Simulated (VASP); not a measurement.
Set up this calculation in VASP 6.6.1, as the native input.

```
Task                   : relaxation of cell and atoms
Functional             : PBEsol
Potentials or basis    : VASP PAW PBE potentials, release 64 (Ta_pv, Sc_sv, N)
Cutoff                 : 600 eV
k mesh                 : 10 × 10 × 3
Occupations            : fermi-dirac, width 0.05 eV
Spin                   : no spin polarisation
Dipole correction      : no
Further INCAR settings : ALGO = Normal; EDIFF = 1e-06; IBRION = 2; EDIFFG = -0.01; NSW = 60; ISIF = 3
```

The structure of ScTaN lies in POSCAR:

```
ScTaN
1.0
    3.0850655424      0.0000000000      0.0000000000
   -1.5425327712      2.6717451321      0.0000000000
    0.0000000000      0.0000000000     10.3401360000
Ta Sc N
2 2 2
Direct
    0.3333333333      0.6666666667      0.2456310000
    0.6666666667      0.3333333333      0.7543690000
    0.0000000000      0.0000000000      0.0000000000
    0.0000000000      0.0000000000      0.5000000000
    0.3333333333      0.6666666667      0.6298410000
    0.6666666667      0.3333333333      0.3701590000
```

The input as run:

INCAR

```
SYSTEM = ScTaN
PREC = Accurate
ENCUT = 600
EDIFF = 1E-6
ISMEAR = -1
SIGMA = 0.05
LREAL = .FALSE.
LASPH = .TRUE.
NELM = 80
ALGO = Normal
ISIF = 3
LWAVE = .FALSE.
LCHARG = .FALSE.
GGA = PS
IBRION = 2
NSW = 60
EDIFFG = -0.01
```

KPOINTS

```
Automatic mesh
0
G
  10 10 3
  0 0 0
```

Potentials or basis: VASP PAW PBE potentials, release 64 (Ta_pv, Sc_sv, N).

Command:

```console
$ cat potpaw_PBE.64/Ta_pv/POTCAR potpaw_PBE.64/Sc_sv/POTCAR potpaw_PBE.64/N/POTCAR > POTCAR
$ mpirun -np 1 vasp_std > vasp.out
```

Results of the run:

```json
{
  "Relaxed volume": "13.77 Å³/atom",
  "Relaxed cell": "a = 3.056 Å, b = 3.056 Å, c = 10.219 Å, α = 90.00°, β = 90.00°, γ = 120.00°",
  "Space group after relaxing (to 0.1 Å)": "P-3m1 (No. 164)",
  "Energy gained by relaxing": "8.7 meV/atom",
  "Ionic steps": "8",
  "Pressure after relaxing": "0.0 GPa",
  "Largest force after relaxing": "0.007 eV/Å",
  "Band gap on the k mesh": "zero (bands 27 and 28 overlap by 0.78 eV)"
}
```

Caveat: the PAW data sets were made with another functional, which shifts forces and pressure a little; spin-orbit coupling is left out, which moves the levels of the heavy elements.

Run time: 17 min on 1 thread of Intel Xeon 8259CL, with other jobs on the host, peak memory 0.33 GiB.
